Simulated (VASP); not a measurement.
A run of VASP 6.6.1:

The input INCAR:

```
ALGO = Normal ; EDIFF = 1E-8
ENCUT = 520 ; GGA = PS
ISIF = 2 ; ISMEAR = -1
LASPH = True ; LCHARG = False
LEFG = True ; LREAL = False
LWAVE = False ; NBANDS = 19
NELM = 100 ; PREC = Accurate
SIGMA = 0.05
```

File KPOINTS:

```
k-points
0
Gamma
  12 12 12
```

Contents of POSCAR:

```
InAg
1.0
    3.4244219107      0.0000000000      0.0000000000
    0.0000000000      3.4244219107      0.0000000000
    0.0000000000      0.0000000000      3.4244219107
In Ag
1 1
Direct
    0.5000000000      0.5000000000      0.5000000000
    0.0000000000      0.0000000000      0.0000000000
```

Potentials or basis: VASP PAW PBE potentials, release 64 (In_d, Ag).

Command:

```sh
$ cat potpaw_PBE.64/In_d/POTCAR potpaw_PBE.64/Ag/POTCAR > POTCAR
$ mpirun -np 1 vasp_std > vasp.out
```

Hardware: 1 thread of AMD EPYC 7R13, with other jobs on the host.

Task: Estimate the wall time of this run.

Result: It took 2.6 min on 1 thread of AMD EPYC 7R13 (shared host), peak memory 0.18 GiB. Counts: scf iterations 13, k points 84.
